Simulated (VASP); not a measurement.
# Au (Fm-3m) in VASP: further runs

Au is run at these levels: LDA; tasks: single point, relaxation of cell and atoms.

All numbers are computed with VASP 6.6.1; they aren't measurements. Logs are shortened: lines on timing, memory, paths and dates and some standing lists are left out, and cuts for length are marked.

## (1) The cell of the first run

The structure is cubic, space group Fm-3m (No. 225). Conventional cell: a = 4.045 Å, b = 4.045 Å, c = 4.045 Å, α = 90.00°, β = 90.00°, γ = 90.00°. Au (site symmetry m-3m) has 12 Au at 2.86 Å within 3.8 Å.

## (2) Single point, LDA

INCAR

```
PREC = Accurate ; ENCUT = 520
EDIFF = 1E-7 ; ISMEAR = 0
SIGMA = 0.05 ; LREAL = False
LASPH = True ; NELM = 80
ALGO = Normal ; ISIF = 2
LWAVE = False ; LCHARG = False
NBANDS = 12
```

KPOINTS

```
Automatic mesh
0
Gamma
  17 17 17
```

POSCAR

```
Au
1.0
    0.0000000000      2.0227281774      2.0227281774
    2.0227281774      0.0000000000      2.0227281774
    2.0227281774      2.0227281774      0.0000000000
Au
1
Direct
    0.0000000000      0.0000000000      0.0000000000
```

Potentials or basis: VASP PAW LDA potentials, release 64 (Au).

Command:

```sh
cat potpaw_LDA.64/Au/POTCAR > POTCAR
mpirun -np 1 vasp_std > vasp.out
```

OUTCAR:

```text
PREC = Accurate
   ENCUT = 520
   EDIFF = 1E-7
   ISMEAR = 0
   LREAL = False
   LASPH = True
   NELM = 80
   ISIF = 2

 ion  position               nearest neighbor table
   1  0.000  0.000  0.000-

  LATTYP: Found a face centered cubic cell.
 ALAT       =     4.0454563548

  Lattice vectors:

 A1 = (   0.0000000000,   2.0227281774,   2.0227281774)
 A2 = (   2.0227281774,   0.0000000000,   2.0227281774)
 A3 = (   2.0227281774,   2.0227281774,   0.0000000000)

Analysis of symmetry for initial positions (statically):
=====================================================================
 Subroutine PRICEL returns:
 Original cell was already a primitive cell.

 Routine SETGRP: Setting up the symmetry group for a
 face centered cubic supercell.

 Subroutine GETGRP returns: Found 48 space group operations
 (whereof 48 operations were pure point group operations)
 out of a pool of 48 trial point group operations.

The static configuration has the point symmetry O_h .

Analysis of symmetry for dynamics (positions and initial velocities):
=====================================================================
 Subroutine PRICEL returns:
 Original cell was already a primitive cell.

 Routine SETGRP: Setting up the symmetry group for a
 face centered cubic supercell.

 Subroutine GETGRP returns: Found 48 space group operations
 (whereof 48 operations were pure point group operations)
 out of a pool of 48 trial point group operations.

The dynamic configuration has the point symmetry O_h .

 Subroutine INISYM returns: Found 48 space group operations
 (whereof 48 operations are pure point group operations),
 and found     1 'primitive' translations

----------------------------------------------------------------------------------------

                                     Primitive cell

  volume of cell :      16.5517

  direct lattice vectors                    reciprocal lattice vectors
     0.000000000  2.022728177  2.022728177    -0.247190901  0.247190901  0.247190901
     2.022728177  0.000000000  2.022728177     0.247190901 -0.247190901  0.247190901
     2.022728177  2.022728177  0.000000000     0.247190901  0.247190901 -0.247190901

  length of vectors
     2.860569621  2.860569621  2.860569621     0.428147199  0.428147199  0.428147199

  position of ions in fractional coordinates (direct lattice)
     0.000000000  0.000000000  0.000000000

  ion indices of the primitive-cell ions
   primitive index   ion index
                 1           1

----------------------------------------------------------------------------------------

 KPOINTS: Automatic mesh

Automatic generation of k-mesh.
 Grid dimensions read from file:
 generate k-points for:   17   17   17

 Generating k-lattice:

  Cartesian coordinates                     Fractional coordinates (reciprocal lattice)
    -0.014540641  0.014540641  0.014540641     0.058823529  0.000000000  0.000000000
     0.014540641 -0.014540641  0.014540641     0.000000000  0.058823529  0.000000000
     0.014540641  0.014540641 -0.014540641     0.000000000  0.000000000  0.058823529

  Length of vectors
     0.025185129  0.025185129  0.025185129

  Shift w.r.t. Gamma in fractional coordinates (k-lattice)
     0.000000000  0.000000000  0.000000000

 Subroutine IBZKPT returns following result:
 ===========================================

 Found    165 irreducible k-points:

 Following reciprocal coordinates:
            Coordinates               Weight
  0.000000  0.000000  0.000000      1.000000
  0.058824  0.000000  0.000000      8.000000
  0.117647  0.000000  0.000000      8.000000
  0.176471  0.000000  0.000000      8.000000
  0.235294  0.000000  0.000000      8.000000
  0.294118  0.000000  0.000000      8.000000
[... 16 lines left out ...]
 -0.176471  0.058824  0.000000     24.000000
 -0.117647  0.058824  0.000000     24.000000
 [... further k-points ...]
   k-points           NKPTS =    165   k-points in BZ     NKDIM =    165   number of bands    NBANDS=     12
   number of dos      NEDOS =    301   number of ions     NIONS =      1
   total plane-waves  NPLWV =  13824
   dimension x,y,z NGX =    24 NGY =   24 NGZ =   24
   dimension x,y,z NGXF=    48 NGYF=   48 NGZF=   48
   ions per type =               1
   NGX,Y,Z   is equivalent  to a cutoff of  13.95, 13.95, 13.95 a.u.
   NGXF,Y,Z  is equivalent  to a cutoff of  27.90, 27.90, 27.90 a.u.
 SYSTEM =  unknown system
   PREC   = accura    normal or accurate (medium, high low for compatibility)
   ISTART =      0    job   : 0-new  1-cont  2-samecut
   ICHARG =      2    charge: 1-file 2-atom 10-const
   ISPIN  =      1    spin polarized calculation?
   LNONCOLLINEAR =      F non collinear calculations
   LSORBIT =      F    spin-orbit coupling
   LASPH  =      T    aspherical Exc in radial PAW
   ENCUT  =  520.0 eV  38.22 Ry    6.18 a.u.   5.32  5.32  5.32*2*pi/ulx,y,z
   NELM   =     80;   NELMIN=  2; NELMDL= -5     # of ELM steps
   EDIFF  = 0.1E-06   stopping-criterion for ELM
   LREAL  =      F    real-space projection
   EDIFFG = 0.1E-05   stopping-criterion for IOM
   NSW    =      0    number of steps for IOM
   IBRION =     -1    ionic relax: 0-MD 1-quasi-New 2-CG
   NFREE  =      0    steps in history (QN), initial steepest desc. (CG)
   ISIF   =      2    stress and relaxation
   ISYM   =      2    0-nonsym 1-usesym 2-fastsym
   POTIM  = 0.5000    time-step for ionic-motion
   TEBEG  =    0.0;   TEEND  =   0.0 temperature during run
   PSTRESS=    0.0 pullay stress
   NELECT =      11.0000    total number of electrons
   NUPDOWN=      -1.0000    fix difference up-down
   EMIN   =  10.00;   EMAX   =-10.00  energy-range for DOS
   EFERMI =   0.00;   METHOD = LEGACY
   ISMEAR =     0;   SIGMA  =   0.05  broadening in eV -4-tet -1-fermi 0-gaus
   EFERMI_NEDOS =   21; number of points for ismear=-14 and -15
   IALGO  =     38    algorithm
   IMIX   =      4    mixing-type and parameters
     AMIX     =   0.40;   BMIX     =  1.00
     AMIX_MAG =   1.60;   BMIX_MAG =  1.00
  volume/ion in A,a.u.               =      16.55       111.70
  Fermi-wavevector in a.u.,A,eV,Ry     =   1.428647  2.699751 27.769921  2.041032
  Thomas-Fermi vector in A             =   2.548686
   LORBIT       =      0    0 simple, 1 ext, 2 COOP (PROOUT), +10 PAW based schemes
   GGA     = CA    functional components
   LHFCALC =     F    Hartree Fock is set to
   AEXX    =    0.0000 exact exchange contribution
   IVDW    =     0    specifies the selected vdW correction
   LEPSILON=     F    determine dielectric tensor
   LRPA    =     F    only Hartree local field effects (RPA)
 non-spin polarized calculation
 Gauss-broadening in eV      SIGMA  =   0.05
  energy-cutoff  :      520.00
  volume of cell :       16.55
 maximum number of plane-waves:       459
 NGX is ok and might be reduce to    24
   NGX = 11   NGY = 11   NGZ = 11

 number of electron      10.9999999 magnetization

 Free energy of the ion-electron system (eV)
  ---------------------------------------------------
  ext. energy  EPLUGINS =         0.00000000
  ---------------------------------------------------
  free energy    TOTEN  =        -4.44476929 eV

  energy without entropy =       -4.44436637  energy(sigma->0) =       -4.44456783

 E-fermi :   9.9280     XC(G=0): -13.1538

 val. band max:        9.8964428556   @ k =  -0.4706   0.1176   0.0588
 cond. band min:       9.9647379259   @ k =  -0.2941   0.2353   0.0000
 fundamental gap:      0.0682950703
 Fermi energy:         9.9279717707

 k-point     1 :       0.0000    0.0000    0.0000
  band No.  band energies     occupation
      1      -0.4409      2.00000
      2       4.9094      2.00000
      3       4.9094      2.00000
      4       4.9094      2.00000
      5       6.5285      2.00000
      6       6.5285      2.00000
      7      24.2281      0.00000
      8      28.3519      0.00000
      9      28.3519      0.00000
     10      28.3519      0.00000
     11      33.4773      0.00000
     12      38.3840      0.00000

 k-point     2 :       0.0588    0.0000    0.0000
  band No.  band energies     occupation
      1      -0.3166      2.00000
      2       4.8669      2.00000
      3       4.9535      2.00000
      4       4.9535      2.00000
      5       6.5078      2.00000
      6       6.5078      2.00000
      7      24.3840      0.00000
      8      27.5803      0.00000
      9      28.5083      0.00000
     10      28.5083      0.00000
     11      34.1554      0.00000
     12      36.8421      0.00000

 k-point     3 :       0.1176    0.0000    0.0000
  band No.  band energies     occupation
      1       0.0448      2.00000
      2       4.7613      2.00000
      3       5.0664      2.00000
      4       5.0664      2.00000
      5       6.4680      2.00000
      6       6.4680      2.00000
      7      24.7394      0.00000
      8      26.0040      0.00000
      9      28.9503      0.00000
     10      28.9503      0.00000
     11      33.7416      0.00000
     12      36.0900      0.00000
[... 286 lines left out ...]
 k-point    23 :      -0.1765    0.0588    0.0000
  band No.  band energies     occupation
      1       0.9178      2.00000
      2       4.5677      2.00000
      3       5.2464      2.00000
      4       5.2672      2.00000
      5       6.2868      2.00000
      6       6.7449      2.00000
      7      23.2006      0.00000
      8      25.4789      0.00000
      9      28.5184      0.00000
     10      30.8468      0.00000
     11      30.9895      0.00000
     12      34.2385      0.00000

 k-point    24 :      -0.1176    0.0588    0.0000
  band No.  band energies     occupation
      1       0.3175      2.00000
      2       4.6574      2.00000
      3       5.1458      2.00000
      4       5.1739      2.00000
      5       6.3041      2.00000
      6       6.6013      2.00000
      7      24.8688      0.00000
      8      25.4573      0.00000
      9      28.2465      0.00000
     10      29.8372      0.00000
     11      32.5577      0.00000
     12      35.4376      0.00000

 [... further k-points ...]
[... 5 lines left out ...]
  --------------------------------------------------------------------------------------
  -------------------------------------------------------------------------------------
  Total        0.0521529      0.0521529      0.0521529      0.0000000      0.0000000     -0.0000000
  in kB        5.0483201      5.0483201      5.0483201      0.0000000      0.0000000     -0.0000000
  external PRESSURE =       5.0483201 kB  Pullay stress =       0.0000000 kB

 VOLUME and BASIS-vectors are now :
 -----------------------------------------------------------------------------
  energy-cutoff  :      520.00
  volume of cell :       16.55
      direct lattice vectors                 reciprocal lattice vectors
     0.000000000  2.022728177  2.022728177    -0.247190901  0.247190901  0.247190901
     2.022728177  0.000000000  2.022728177     0.247190901 -0.247190901  0.247190901
     2.022728177  2.022728177  0.000000000     0.247190901  0.247190901 -0.247190901

 POSITION                                       TOTAL-FORCE (eV/Angst)
 -----------------------------------------------------------------------------------
      0.00000      0.00000      0.00000        -0.000000     -0.000000     -0.000000
 -----------------------------------------------------------------------------------
    total drift:                               -0.000000      0.000000     -0.000000

  FREE ENERGIE OF THE ION-ELECTRON SYSTEM (eV)
  ---------------------------------------------------
  free  energy   TOTEN  =        -4.4447692869 eV

  energy  without entropy=       -4.4443663656  energy(sigma->0) =       -4.44456783
```

Wall time 16 s (1 thread of Intel Xeon 6975P-C (Granite Rapids), shared host); peak memory 0.15 GiB.

Results:

```yaml
Free_energy: -4.4448 eV
Pressure: 0.5 GPa
```

Levels at points of the mesh, in eV from the Fermi level:
```
           k point  band 2  band 3  band 4  band 5  band 6  band 7  band 8  band 9  band 10  band 11
(0.00, 0.00, 0.00)   -5.02   -5.02   -5.02   -3.40   -3.40   14.30   18.42   18.42    18.42    23.55
```

Caveat: spin-orbit coupling is left out, which moves the levels of the heavy elements.

## (3) Relaxation of cell and atoms, LDA

This run uses another cell than the first one, of 16.85 Å³/atom, 1.018 times its volume.

INCAR

```
SYSTEM = Au
PREC = Accurate ; ENCUT = 600
EDIFF = 1E-7 ; ISMEAR = 0
SIGMA = 0.05 ; LREAL = .False.
LASPH = .True. ; NELM = 80
ALGO = Normal ; ISIF = 3
LWAVE = .False. ; LCHARG = .False.
IBRION = 2 ; NSW = 80
EDIFFG = -0.02
```

KPOINTS

```
Automatic mesh
0
Gamma
  17 17 17
  0 0 0
```

POSCAR

```
Au
1.0
    0.0000000000      2.0350000000      2.0350000000
    2.0350000000      0.0000000000      2.0350000000
    2.0350000000      2.0350000000      0.0000000000
Au
1
Direct
    0.0000000000      0.0000000000      0.0000000000
```

Potentials or basis: VASP PAW LDA potentials, release 64 (Au).

Command:

```sh
cat potpaw_LDA.64/Au/POTCAR > POTCAR
mpirun -np 1 vasp_std > vasp.out
```

It took 32 s on 1 thread of Intel Xeon 6975P-C (Granite Rapids), shared host; peak memory 0.16 GiB.

It converged, with:

```
Free energy                            : -4.4448 eV
Relaxed volume                         : 16.61 Å³/atom
Relaxed cell                           : a = 2.864 Å, b = 2.864 Å, c = 2.864 Å, α = 60.00°, β = 60.00°, γ = 60.00°
Space group after relaxing (to 0.05 Å) : Fm-3m (No. 225)
Energy gained by relaxing              : 2.2 meV/atom
Ionic steps                            : 3
Pressure after relaxing                : 0.0 GPa
```

The path:
| step | energy change (eV) | largest force (eV/Å) | pressure (GPa) | volume (Å³) |
| --- | --- | --- | --- | --- |
| 1 | 0.0000 | 0.0000 | -2.74 | 16.85 |
| 2 | 0.0054 | 0.0000 | 5.67 | 16.16 |
| 3 | -0.0022 | 0.0000 | -0.03 | 16.61 |

Final structure:
```
Au
1.0
     0.00000    2.02493    2.02493
     2.02493    0.00000    2.02493
     2.02493    2.02493    0.00000
Au
1
Direct
  0.00000 0.00000 0.00000
```

Levels at points of the mesh, in eV from the Fermi level:
```tsv
k point	band 3	band 4	band 5	band 6	band 7	band 8	band 9
(0.00, 0.00, 0.00)	-5.00	-5.00	-3.39	-3.39	14.31	18.41	18.41
```

Caveat: spin-orbit coupling is left out, which moves the levels of the heavy elements.
